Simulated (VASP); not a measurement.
# TlBr (Pm-3m) in VASP: further runs

Runs on TlBr. Level: PBEsol. Tasks: relaxation of cell and atoms.

Everything below comes from runs of VASP 6.6.1. Logs are shortened: lines on timing, memory, paths and dates and some standing lists are left out, and cuts for length are marked.

**1. The cell of the first run**

The structure is cubic, space group Pm-3m (No. 221). The conventional cell has a = 3.915 Å, b = 3.915 Å, c = 3.915 Å, α = 90.00°, β = 90.00°, γ = 90.00°. Tl (site symmetry m-3m) has 8 Br at 3.39 Å and 6 Tl at 3.91 Å within 4.5 Å. Br (site symmetry m-3m) has 8 Tl at 3.39 Å and 6 Br at 3.91 Å within 4.5 Å.

**2. Relaxation of cell and atoms, PBEsol, target pressure 1 GPa, at which the enthalpy is minimised**

INCAR reads:

```
SYSTEM = TlBr
PREC     = Accurate       ! precision mode
ENCUT    = 500            ! plane-wave cutoff, eV
EDIFF    = 1E-7           ! SCF threshold, eV
ISMEAR   = 0              ! smearing method
SIGMA    = 0.01           ! smearing width, eV
LREAL    = .False.        ! projectors in reciprocal space
LASPH    = .True.         ! aspherical terms in the spheres
NELM     = 120            ! most SCF steps
ALGO     = Normal         ! electronic algorithm
ISIF     = 3              ! what is computed and relaxed
LWAVE    = .False.        ! write WAVECAR
LCHARG   = .False.        ! write CHGCAR
GGA      = PS             ! functional
IBRION   = 2              ! ionic algorithm
NSW      = 100            ! ionic steps
EDIFFG   = -0.002         ! ionic threshold
PSTRESS  = 10.0         
GGA_COMPAT= .False.      
NELMIN   = 4
```

KPOINTS reads:

```
regular mesh
0
Gamma
  6 6 6
  0 0 0
```

POSCAR reads:

```
TlBr
1.0
    3.9145171579      0.0000000000      0.0000000000
    0.0000000000      3.9145171579      0.0000000000
    0.0000000000      0.0000000000      3.9145171579
Tl Br
1 1
Direct
    0.0000000000      0.0000000000      0.0000000000
    0.5000000000      0.5000000000      0.5000000000
```

Potentials or basis: VASP PAW PBE potentials, release 64 (Tl_d, Br).

Started as:

```bash
$ cat potpaw_PBE.64/Tl_d/POTCAR potpaw_PBE.64/Br/POTCAR > POTCAR
$ mpirun -np 1 vasp_std > vasp.out
```

OUTCAR:

```text
SYSTEM = TlBr
   PREC = Accurate
   ENCUT = 500
   EDIFF = 1E-7
   ISMEAR = 0
   LREAL = .False.
   LASPH = .True.
   NELM = 120
   ISIF = 3
   GGA = PS
   IBRION = 2
   NSW = 100
   EDIFFG = -0.002
   PSTRESS = 10.0
   NELMIN = 4

 ion  position               nearest neighbor table
   1  0.000  0.000  0.000-   2 3.39   2 3.39   2 3.39   2 3.39   2 3.39   2 3.39   2 3.39   2 3.39

   2  0.500  0.500  0.500-   1 3.39   1 3.39   1 3.39   1 3.39   1 3.39   1 3.39   1 3.39   1 3.39

  LATTYP: Found a simple cubic cell.
 ALAT       =     3.9145171579

  Lattice vectors:

 A1 = (   3.9145171579,   0.0000000000,   0.0000000000)
 A2 = (   0.0000000000,   3.9145171579,   0.0000000000)
 A3 = (   0.0000000000,   0.0000000000,   3.9145171579)

Analysis of symmetry for initial positions (statically):
=====================================================================
 Subroutine PRICEL returns:
 Original cell was already a primitive cell.

 Routine SETGRP: Setting up the symmetry group for a
 simple cubic supercell.

 Subroutine GETGRP returns: Found 48 space group operations
 (whereof 48 operations were pure point group operations)
 out of a pool of 48 trial point group operations.

The static configuration has the point symmetry O_h .

Analysis of symmetry for dynamics (positions and initial velocities):
=====================================================================
 Subroutine PRICEL returns:
 Original cell was already a primitive cell.

 Routine SETGRP: Setting up the symmetry group for a
 simple cubic supercell.

 Subroutine GETGRP returns: Found 48 space group operations
 (whereof 48 operations were pure point group operations)
 out of a pool of 48 trial point group operations.

The dynamic configuration has the point symmetry O_h .

 Subroutine INISYM returns: Found 48 space group operations
 (whereof 48 operations are pure point group operations),
 and found     1 'primitive' translations

----------------------------------------------------------------------------------------

                                     Primitive cell

  volume of cell :      59.9839

  direct lattice vectors                    reciprocal lattice vectors
     3.914517158  0.000000000  0.000000000     0.255459348  0.000000000  0.000000000
     0.000000000  3.914517158  0.000000000     0.000000000  0.255459348  0.000000000
     0.000000000  0.000000000  3.914517158     0.000000000  0.000000000  0.255459348

  length of vectors
     3.914517158  3.914517158  3.914517158     0.255459348  0.255459348  0.255459348

  position of ions in fractional coordinates (direct lattice)
     0.000000000  0.000000000  0.000000000
     0.500000000  0.500000000  0.500000000

  ion indices of the primitive-cell ions
   primitive index   ion index
                 1           1
                 2           2

----------------------------------------------------------------------------------------

 KPOINTS: regular mesh

Automatic generation of k-mesh.
 Grid dimensions read from file:
 generate k-points for:    6    6    6

 Generating k-lattice:

  Cartesian coordinates                     Fractional coordinates (reciprocal lattice)
     0.042576558  0.000000000  0.000000000     0.166666667  0.000000000  0.000000000
     0.000000000  0.042576558  0.000000000     0.000000000  0.166666667  0.000000000
     0.000000000  0.000000000  0.042576558     0.000000000  0.000000000  0.166666667

  Length of vectors
     0.042576558  0.042576558  0.042576558

  Shift w.r.t. Gamma in fractional coordinates (k-lattice)
     0.000000000  0.000000000  0.000000000

 Subroutine IBZKPT returns following result:
 ===========================================

 Found     20 irreducible k-points:

 Following reciprocal coordinates:
            Coordinates               Weight
  0.000000  0.000000  0.000000      1.000000
  0.166667  0.000000  0.000000      6.000000
  0.333333  0.000000  0.000000      6.000000
  0.500000  0.000000  0.000000      3.000000
  0.166667  0.166667  0.000000     12.000000
  0.333333  0.166667  0.000000     24.000000
[... 12 lines left out ...]
  0.500000  0.500000  0.333333      6.000000
  0.500000  0.500000  0.500000      1.000000
   k-points           NKPTS =     20   k-points in BZ     NKDIM =     20   number of bands    NBANDS=     14
   number of dos      NEDOS =    301   number of ions     NIONS =      2
   total plane-waves  NPLWV =  27000
   dimension x,y,z NGX =    30 NGY =   30 NGZ =   30
   dimension x,y,z NGXF=    60 NGYF=   60 NGZF=   60
   ions per type =               1   1
   NGX,Y,Z   is equivalent  to a cutoff of  12.74, 12.74, 12.74 a.u.
   NGXF,Y,Z  is equivalent  to a cutoff of  25.48, 25.48, 25.48 a.u.
 SYSTEM =  TlBr
   PREC   = accura    normal or accurate (medium, high low for compatibility)
   ISTART =      0    job   : 0-new  1-cont  2-samecut
   ICHARG =      2    charge: 1-file 2-atom 10-const
   ISPIN  =      1    spin polarized calculation?
   LNONCOLLINEAR =      F non collinear calculations
   LSORBIT =      F    spin-orbit coupling
   LASPH  =      T    aspherical Exc in radial PAW
   ENCUT  =  500.0 eV  36.75 Ry    6.06 a.u.   7.14  7.14  7.14*2*pi/ulx,y,z
   NELM   =    120;   NELMIN=  4; NELMDL= -5     # of ELM steps
   EDIFF  = 0.1E-06   stopping-criterion for ELM
   LREAL  =      F    real-space projection
   EDIFFG = -.2E-02   stopping-criterion for IOM
   NSW    =    100    number of steps for IOM
   IBRION =      2    ionic relax: 0-MD 1-quasi-New 2-CG
   NFREE  =      1    steps in history (QN), initial steepest desc. (CG)
   ISIF   =      3    stress and relaxation
   ISYM   =      2    0-nonsym 1-usesym 2-fastsym
   POTIM  = 0.5000    time-step for ionic-motion
   TEBEG  =    0.0;   TEEND  =   0.0 temperature during run
   PSTRESS=   10.0 pullay stress
   NELECT =      20.0000    total number of electrons
   NUPDOWN=      -1.0000    fix difference up-down
   EMIN   =  10.00;   EMAX   =-10.00  energy-range for DOS
   EFERMI =   0.00;   METHOD = LEGACY
   ISMEAR =     0;   SIGMA  =   0.01  broadening in eV -4-tet -1-fermi 0-gaus
   EFERMI_NEDOS =   21; number of points for ismear=-14 and -15
   IALGO  =     38    algorithm
   IMIX   =      4    mixing-type and parameters
     AMIX     =   0.40;   BMIX     =  1.00
     AMIX_MAG =   1.60;   BMIX_MAG =  1.00
  volume/ion in A,a.u.               =      29.99       202.40
  Fermi-wavevector in a.u.,A,eV,Ry     =   1.135202  2.145221 17.533616  1.288684
  Thomas-Fermi vector in A             =   2.271907
   LORBIT       =      0    0 simple, 1 ext, 2 COOP (PROOUT), +10 PAW based schemes
   GGA     = PS    functional components
   LHFCALC =     F    Hartree Fock is set to
   AEXX    =    0.0000 exact exchange contribution
   IVDW    =     0    specifies the selected vdW correction
   LEPSILON=     F    determine dielectric tensor
   LRPA    =     F    only Hartree local field effects (RPA)
 conjugate gradient relaxation of ions
 non-spin polarized calculation
 Gauss-broadening in eV      SIGMA  =   0.01
  energy-cutoff  :      500.00
  volume of cell :       59.98
 maximum number of plane-waves:      1568
 NGX is ok and might be reduce to    30
   NGX = 15   NGY = 15   NGZ = 15

--------------------------------------- Ionic step        1  -------------------------------------------

 number of electron      19.9999996 magnetization

 Free energy of the ion-electron system (eV)
  ---------------------------------------------------
  ext. energy  EPLUGINS =         0.00000000
  ---------------------------------------------------
  free energy    TOTEN  =        -6.03069398 eV

  energy without entropy =       -6.03069398  energy(sigma->0) =       -6.03069398

------------------------ aborting loop because EDIFF is reached ----------------------------------------

  FORCE on cell =-STRESS in cart. coord.  units (eV):
  Direction    XX          YY          ZZ          XY          YZ          ZX
  --------------------------------------------------------------------------------------
  -------------------------------------------------------------------------------------
  Total       -0.0048248     -0.0048248     -0.0048248     -0.0000000     -0.0000000      0.0000000
  in kB       -0.1288712     -0.1288712     -0.1288712     -0.0000000     -0.0000000      0.0000000
  external PRESSURE =     -10.1288712 kB  Pullay stress =      10.0000000 kB

 VOLUME and BASIS-vectors are now :
 -----------------------------------------------------------------------------
  energy-cutoff  :      500.00
  volume of cell :       59.98
      direct lattice vectors                 reciprocal lattice vectors
     3.914517158  0.000000000  0.000000000     0.255459348  0.000000000  0.000000000
     0.000000000  3.914517158  0.000000000     0.000000000  0.255459348  0.000000000
     0.000000000  0.000000000  3.914517158     0.000000000  0.000000000  0.255459348
[... 46 lines left out ...]
  FREE ENERGIE OF THE ION-ELECTRON SYSTEM (eV)
  ---------------------------------------------------
  free  energy   TOTEN  =        -6.0268853939 eV

  energy  without entropy=       -6.0268853939  energy(sigma->0) =       -6.02688539

  enthalpy is  TOTEN    =        -5.6626757039 eV   P V=        0.3642096900

--------------------------------------- Ionic step        3  -------------------------------------------

 number of electron      19.9999997 magnetization

 Free energy of the ion-electron system (eV)
  ---------------------------------------------------
  ext. energy  EPLUGINS =         0.00000000
  ---------------------------------------------------
  free energy    TOTEN  =        -6.02480122 eV

  energy without entropy =       -6.02480122  energy(sigma->0) =       -6.02480122

 E-fermi :   3.2662     XC(G=0):  -9.5851

 val. band max:        3.2110717985   @ k =   0.5000   0.0000   0.0000
 cond. band min:       4.6990986102   @ k =   0.5000   0.0000   0.0000
 fundamental gap:      1.4880268117
 Fermi energy:         3.2662376992

 k-point     1 :       0.0000    0.0000    0.0000
  band No.  band energies     occupation
      1     -11.0919      2.00000
      2      -7.0650      2.00000
      3      -7.0650      2.00000
      4      -6.8360      2.00000
      5      -6.8360      2.00000
      6      -6.8360      2.00000
      7      -1.7335      2.00000
      8       1.4953      2.00000
      9       1.4953      2.00000
     10       1.4953      2.00000
     11       9.8156      0.00000
     12       9.8156      0.00000
     13      10.6557      0.00000
     14      10.6557      0.00000

 k-point     2 :       0.1667    0.0000    0.0000
  band No.  band energies     occupation
      1     -11.0175      2.00000
      2      -7.0612      2.00000
      3      -7.0229      2.00000
      4      -6.8576      2.00000
      5      -6.8576      2.00000
      6      -6.8341      2.00000
      7      -2.0667      2.00000
      8       1.6350      2.00000
      9       1.6350      2.00000
     10       1.7235      2.00000
[... 330 lines left out ...]
 POSITION                                       TOTAL-FORCE (eV/Angst)
 -----------------------------------------------------------------------------------
      0.00000      0.00000      0.00000         0.000000     -0.000000      0.000000
      1.93518      1.93518      1.93518        -0.000000      0.000000      0.000000
 -----------------------------------------------------------------------------------
    total drift:                                0.000000     -0.000000     -0.000000

  FREE ENERGIE OF THE ION-ELECTRON SYSTEM (eV)
  ---------------------------------------------------
  free  energy   TOTEN  =        -6.0248012159 eV

  energy  without entropy=       -6.0248012159  energy(sigma->0) =       -6.02480122

  enthalpy is  TOTEN    =        -5.6629387167 eV   P V=        0.3618624992

 reached required accuracy - stopping structural energy minimisation
```

Run time: 16 s. Hardware: 1 thread of Intel Xeon 6975P-C (Granite Rapids), shared host; peak memory 0.17 GiB.

Results:

- Free energy: -6.0248 eV
- Relaxed volume: 28.99 Å³/atom
- Relaxed cell: a = 3.870 Å, b = 3.870 Å, c = 3.870 Å, α = 90.00°, β = 90.00°, γ = 90.00°
- Space group after relaxing (to 0.05 Å): Pm-3m (No. 221)
- Energy change on relaxing (the enthalpy is what falls): +2.9 meV/atom
- Ionic steps: 3
- Pressure after relaxing: 1.0 GPa
- Band gap on the k mesh: 1.49 eV, direct

The path:
| step | energy change (eV) | largest force (eV/Å) | pressure (GPa) | volume (Å³) |
| --- | --- | --- | --- | --- |
| 1 | 0.0000 | 0.0000 | -0.01 | 59.98 |
| 2 | 0.0038 | 0.0000 | 0.79 | 58.35 |
| 3 | 0.0059 | 0.0000 | 0.99 | 57.98 |

Final structure:
```xyz
2
Lattice="3.8704 0.0000 0.0000 0.0000 3.8704 0.0000 0.0000 0.0000 3.8704" Properties=species:S:1:pos:R:3 pbc="T T T"
Tl    0.0000    0.0000    0.0000
Br    1.9352    1.9352    1.9352
```

Caveat: the cell is relaxed towards a set pressure, so the enthalpy falls and the energy may rise; the PAW data sets were made with another functional, which shifts forces and pressure a little; spin-orbit coupling is left out, which moves the levels of the heavy elements.

(Part 1 of 2 ends here.)
